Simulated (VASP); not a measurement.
**K2S: vibrations by perturbation theory with PBEsol**

The system is K2S.

```xyz
3
Lattice="3.2665 3.2665 0.0000 -3.2665 3.2665 0.0000 0.0000 3.2665 3.2665" Properties=species:S:1:pos:R:3 pbc="T T T"
K    -1.6333    4.8998    1.6333
K     1.6333    4.8998    1.6333
S     0.0000    0.0000    0.0000
```

| Item | Value |
| --- | --- |
| Program | VASP 6.6.1 |
| Task | vibrations by perturbation theory |
| Functional | PBEsol |
| Potentials or basis | VASP PAW PBE potentials, release 64 (K_sv, S) |
| Cutoff | 500 eV |
| k mesh | 6 × 6 × 6 |
| Occupations | gaussian, width 0.01 eV |
| Spin | no spin polarisation |
| Dipole correction | no |
| Further INCAR settings | ALGO = Normal; EDIFF = 1e-08; NBANDS = 19; IBRION = 8; NSW = 1 |

```
Highest phonon frequency at Γ, LO-TO splitting left out : 300 cm⁻¹
```

Phonon frequencies in cm⁻¹ (negative: imaginary):
```
              q point                    frequencies
(0.000, 0.000, 0.000)  0 0 0 198 198 198 300 300 300
```

Run time: 2.1 min on 1 thread of Intel(R) Xeon(R) 6975P-C (Granite Rapids) (shared host), peak memory 0.31 GiB.

Caveat: the cell stands under pressure or tension, which shifts response properties.
